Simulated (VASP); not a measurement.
# ZnO in VASP: further runs, part 2 of 2

VASP 6.6.1. Earlier steps stand in the parts before.

### Step 3. Relaxation of cell and atoms, PBE

This run uses another cell than the first one: it holds 4 atoms, not 8.

Contents of INCAR:

```
SYSTEM = ZnO
PREC = Accurate
ENCUT = 600
EDIFF = 1E-7
ISMEAR = 0
SIGMA = 0.02
LREAL = .False.
LASPH = .True.
NELM = 60
ALGO = Normal
ISIF = 3
LWAVE = .False.
LCHARG = .False.
GGA = PE
IBRION = 2
NSW = 100
EDIFFG = -0.01
```

Contents of KPOINTS:

```
Automatic mesh
0
Gamma
  12 12 6
  0 0 0
```

Contents of POSCAR:

```
ZnO
1.0
    3.2782905385      0.0000000000      0.0000000000
   -1.6391452692      2.8390828873      0.0000000000
    0.0000000000      0.0000000000      5.2839711330
Zn O
2 2
Direct
    0.3333333333      0.6666666667      0.0010041579
    0.6666666667      0.3333333333      0.5010041579
    0.3333333333      0.6666666667      0.3810958321
    0.6666666667      0.3333333333      0.8810958321
```

Potentials or basis: VASP PAW PBE potentials, release 64 (Zn, O).

Launch:

```bash
> cat potpaw_PBE.64/Zn/POTCAR potpaw_PBE.64/O/POTCAR > POTCAR
> mpirun -np 1 vasp_std > vasp.out
```

OUTCAR:

```text
SYSTEM = ZnO
   PREC = Accurate
   ENCUT = 600
   EDIFF = 1E-7
   ISMEAR = 0
   LREAL = .False.
   LASPH = .True.
   NELM = 60
   ISIF = 3
   GGA = PE
   IBRION = 2
   NSW = 100
   EDIFFG = -0.01

 ion  position               nearest neighbor table
   1  0.333  0.667  0.001-   4 2.00   4 2.00   4 2.00   3 2.01
   2  0.667  0.333  0.501-   3 2.00   3 2.00   3 2.00   4 2.01
   3  0.333  0.667  0.381-   2 2.00   2 2.00   2 2.00   1 2.01
   4  0.667  0.333  0.881-   1 2.00   1 2.00   1 2.00   2 2.01

  LATTYP: Found a hexagonal cell.
 ALAT       =     3.2782905385
 C/A-ratio  =     1.6118068460

  Lattice vectors:

 A1 = (   3.2782905385,   0.0000000000,   0.0000000000)
 A2 = (  -1.6391452692,   2.8390828873,   0.0000000000)
 A3 = (   0.0000000000,   0.0000000000,   5.2839711330)

Analysis of symmetry for initial positions (statically):
=====================================================================
 Subroutine PRICEL returns:
 Original cell was already a primitive cell.

 Routine SETGRP: Setting up the symmetry group for a
 hexagonal supercell.

 Subroutine GETGRP returns: Found 12 space group operations
 (whereof  6 operations were pure point group operations)
 out of a pool of 24 trial point group operations.

The static configuration has the point symmetry C_3v.
 The point group associated with its full space group is C_6v.

Analysis of symmetry for dynamics (positions and initial velocities):
=====================================================================
 Subroutine PRICEL returns:
 Original cell was already a primitive cell.

 Routine SETGRP: Setting up the symmetry group for a
 hexagonal supercell.

 Subroutine GETGRP returns: Found 12 space group operations
 (whereof  6 operations were pure point group operations)
[... 126 lines left out ...]
     AMIX     =   0.40;   BMIX     =  1.00
     AMIX_MAG =   1.60;   BMIX_MAG =  1.00
  volume/ion in A,a.u.               =      12.29        82.97
  Fermi-wavevector in a.u.,A,eV,Ry     =   1.475413  2.788127 29.617765  2.176844
  Thomas-Fermi vector in A             =   2.590065
   LORBIT       =      0    0 simple, 1 ext, 2 COOP (PROOUT), +10 PAW based schemes
   GGA     = PE    functional components
   LHFCALC =     F    Hartree Fock is set to
   AEXX    =    0.0000 exact exchange contribution
   IVDW    =     0    specifies the selected vdW correction
   LEPSILON=     F    determine dielectric tensor
   LRPA    =     F    only Hartree local field effects (RPA)
 conjugate gradient relaxation of ions
 non-spin polarized calculation
 Gauss-broadening in eV      SIGMA  =   0.02
  energy-cutoff  :      600.00
  volume of cell :       49.18
 maximum number of plane-waves:      1677
 NGX is ok and might be reduce to    28

--------------------------------------- Ionic step        1  -------------------------------------------

 number of electron      36.0000014 magnetization

 Free energy of the ion-electron system (eV)
  ---------------------------------------------------
  ext. energy  EPLUGINS =         0.00000000
  ---------------------------------------------------
  free energy    TOTEN  =       -17.86374265 eV

  energy without entropy =      -17.86374265  energy(sigma->0) =      -17.86374265

------------------------ aborting loop because EDIFF is reached ----------------------------------------

  FORCE on cell =-STRESS in cart. coord.  units (eV):
  Direction    XX          YY          ZZ          XY          YZ          ZX
  --------------------------------------------------------------------------------------
  -------------------------------------------------------------------------------------
  Total        0.3493565      0.3493565      0.3077265      0.0000000      0.0000000      0.0000000
  in kB       11.3813423     11.3813423     10.0251197      0.0000000      0.0000000      0.0000000
  external PRESSURE =      10.9292681 kB  Pullay stress =       0.0000000 kB
[... 177 lines left out ...]
--------------------------------------- Ionic step        6  -------------------------------------------

 number of electron      36.0000013 magnetization

 Free energy of the ion-electron system (eV)
  ---------------------------------------------------
  ext. energy  EPLUGINS =         0.00000000
  ---------------------------------------------------
  free energy    TOTEN  =       -17.86508573 eV

  energy without entropy =      -17.86508573  energy(sigma->0) =      -17.86508573

 E-fermi :   0.9961     XC(G=0): -10.6943

 val. band max:        0.8420849083   @ k =   0.0000   0.0000   0.0000
 cond. band min:       1.5642461175   @ k =   0.0000   0.0000   0.0000
 fundamental gap:      0.7221612092
 Fermi energy:         0.9961166803

 k-point     1 :       0.0000    0.0000    0.0000
  band No.  band energies     occupation
      1     -16.9303      2.00000
      2     -16.2698      2.00000
      3      -4.6704      2.00000
      4      -4.6704      2.00000
      5      -4.6220      2.00000
      6      -4.4921      2.00000
[... 589 lines left out ...]
     21       8.9993      0.00000
     22       9.5485      0.00000

 [... further k-points ...]
[... 5 lines left out ...]
  --------------------------------------------------------------------------------------
  -------------------------------------------------------------------------------------
  Total       -0.0190691     -0.0190691     -0.0002650     -0.0000000      0.0000000      0.0000000
  in kB       -0.6160662     -0.6160662     -0.0085623     -0.0000000      0.0000000      0.0000000
  external PRESSURE =      -0.4135649 kB  Pullay stress =       0.0000000 kB
[... 19 lines left out ...]
  FREE ENERGIE OF THE ION-ELECTRON SYSTEM (eV)
  ---------------------------------------------------
  free  energy   TOTEN  =       -17.8650857302 eV

  energy  without entropy=      -17.8650857302  energy(sigma->0) =      -17.86508573

 reached required accuracy - stopping structural energy minimisation
```

CONTCAR:

```text
ZnO
   1.00000000000000
     3.2878082490528420    0.0000000000001676    0.0000000000000000
    -1.6439041244761305    2.8473254664243082    0.0000000000000000
     0.0000000000000000    0.0000000000000000    5.2974838154700663
  Zn              O
     2     2
Direct
     0.3333333332999970    0.6666666667000030    0.0011372273287944
     0.6666666667000030    0.3333333332999970    0.5011372273287944
     0.3333333332999970    0.6666666667000030    0.3809627626712060
     0.6666666667000030    0.3333333332999970    0.8809627626712060

  0.00000000E+00  0.00000000E+00  0.00000000E+00
  0.00000000E+00  0.00000000E+00  0.00000000E+00
  0.00000000E+00  0.00000000E+00  0.00000000E+00
  0.00000000E+00  0.00000000E+00  0.00000000E+00
```

It took 8.9 min on 1 thread of Intel Xeon 8259CL, shared host; peak memory 0.24 GiB.

What came out:

```yaml
Free_energy: -17.8651 eV
Relaxed_volume: 12.40 Å³/atom
Relaxed_cell: a = 3.288 Å, b = 3.288 Å, c = 5.297 Å, α = 90.00°, β = 90.00°, γ = 120.00°
Space_group_after_relaxing_to_0.1_Å: P6_3mc (No. 186)
Energy_gained_by_relaxing: 0.3 meV/atom
Ionic_steps: 6
Pressure_after_relaxing: 0.0 GPa
Largest_force_after_relaxing: 0.010 eV/Å
Band_gap_on_the_k_mesh: 0.72 eV
```

Forces in eV/Å, atoms in the order of the input:
```
Zn   0.000  0.000  0.010
Zn   0.000  0.000  0.010
O    0.000  0.000 -0.010
O    0.000  0.000 -0.010
```

The path:
```
step  energy change (eV)  largest force (eV/Å)  pressure (GPa)  volume (Å³)
   1              0.0000                0.0211            1.09        49.18
   2             -0.0010                0.0050           -0.52        49.78
   3             -0.0013                0.0102            0.00        49.58
   4             -0.0013                0.0101            0.00        49.58
   5             -0.0013                0.0075           -0.26        49.68
   6             -0.0013                0.0098           -0.04        49.59
```

Final structure:
```
Zn O
1.0
     3.28781    0.00000    0.00000
    -1.64390    2.84733    0.00000
     0.00000    0.00000    5.29748
Zn O
2 2
Direct
  0.33333 0.66667 0.00114
  0.66667 0.33333 0.50114
  0.33333 0.66667 0.38096
  0.66667 0.33333 0.88096
```

As with any semilocal functional, this PBE gap is likely too small. Zero-point motion and thermal expansion aren't in these numbers.

### Step 4. Relaxation of cell and atoms, PBE

This run uses another cell than the first one: it holds 4 atoms, not 8.

Contents of INCAR:

```
PREC = Accurate
ENCUT = 600
EDIFF = 1E-6
ISMEAR = 0
SIGMA = 0.01
LREAL = False
LASPH = True
NELM = 100
ALGO = Normal
ISIF = 3
LWAVE = False
LCHARG = False
GGA = PE
IBRION = 2
NSW = 80
EDIFFG = -0.001
```

Contents of KPOINTS:

```
regular mesh
0
Gamma
  12 12 6
```

Contents of POSCAR:

```
ZnO
1.0
    3.2795288439      0.0000000000      0.0000000000
   -1.6397644219      2.8401552913      0.0000000000
    0.0000000000      0.0000000000      5.2929052876
Zn O
2 2
Direct
    0.3333333333      0.6666666667      0.0014933900
    0.6666666667      0.3333333333      0.5014933900
    0.3333333333      0.6666666667      0.3806066000
    0.6666666667      0.3333333333      0.8806066000
```

Launch:

```bash
> cat potpaw_PBE.64/Zn/POTCAR potpaw_PBE.64/O/POTCAR > POTCAR
> mpirun -np 1 vasp_std > vasp.out
```

Wall time 5.9 min (1 thread of Intel Xeon 8259CL, shared host); peak memory 0.24 GiB.

It converged, with:

```
Free energy                           : -17.8654 eV
Relaxed volume                        : 12.39 Å³/atom
Relaxed cell                          : a = 3.285 Å, b = 3.285 Å, c = 5.302 Å, α = 90.00°, β = 90.00°, γ = 120.00°
Space group after relaxing (to 0.1 Å) : P6_3mc (No. 186)
Energy gained by relaxing             : 0.2 meV/atom
Ionic steps                           : 5
Pressure after relaxing               : 0.0 GPa
Band gap on the k mesh                : 0.72 eV
```

Step by step:
```
step  energy change (eV)  largest force (eV/Å)  pressure (GPa)  volume (Å³)
   1              0.0000                0.0008            0.76        49.30
   2             -0.0005                0.0001           -0.41        49.72
   3             -0.0006                0.0002            0.02        49.57
   4             -0.0006                0.0002           -0.06        49.58
   5             -0.0006                0.0004            0.01        49.55
```

Final structure:
```yaml
crystal:
  lattice:
    - [3.28505, 0.00000, 0.00000]
    - [-1.64252, 2.84493, 0.00000]
    - [0.00000, 0.00000, 5.30185]
  atoms:
    - { symbol: Zn, position: [0.33333, 0.66667, 0.00150] }
    - { symbol: Zn, position: [0.66667, 0.33333, 0.50150] }
    - { symbol: O, position: [0.33333, 0.66667, 0.38060] }
    - { symbol: O, position: [0.66667, 0.33333, 0.88060] }
```

Levels at points of the mesh, in eV from the valence-band top:
| k point | band 16 | band 17 | band 18 | band 19 | band 20 | band 21 |
| --- | --- | --- | --- | --- | --- | --- |
| (0.00, 0.00, 0.00) | -0.08 | 0.00 | 0.00 | 0.72 | 5.07 | 8.06 |
| (0.50, 0.00, 0.00) | -2.13 | -1.23 | -0.79 | 5.60 | 6.81 | 7.52 |
| (0.00, 0.00, 0.50) | -0.37 | -0.37 | -0.37 | 3.35 | 3.35 | 9.90 |
| (0.50, 0.00, 0.50) | -1.42 | -1.31 | -1.31 | 5.63 | 5.63 | 8.20 |

### Step 5. The runs side by side

```csv
task,cell,k mesh,cutoff (eV),smearing,gap on the mesh (eV),pressure (GPa),relaxed volume (Å³/atom)
single point,"a = 3.279, b = 3.281, c = 10.585 Å, angles 90.0, 90.0, 120.0°, 8 atoms, atomic positions A",6 × 6 × 2,520,gaussian 0.1 eV,0.73,0.9,-
relaxation of cell and atoms,"relaxed from a = 3.278, b = 3.278, c = 5.284 Å, angles 90.0, 90.0, 120.0°, 4 atoms, atomic positions B",12 × 12 × 6,600,gaussian 0.02 eV,0.72,0.0,12.40
relaxation of cell and atoms,"relaxed from a = 3.280, b = 3.280, c = 5.293 Å, angles 90.0, 90.0, 120.0°, 4 atoms, atomic positions B",12 × 12 × 6,600,gaussian 0.01 eV,0.72,0.0,12.39
```

Alike in all rows: level PBE; potentials or basis VASP PAW PBE potentials, release 64 (Zn, O); no spin polarisation.

Total energies depend on the potentials used, so only differences within one code and one set of settings carry meaning.
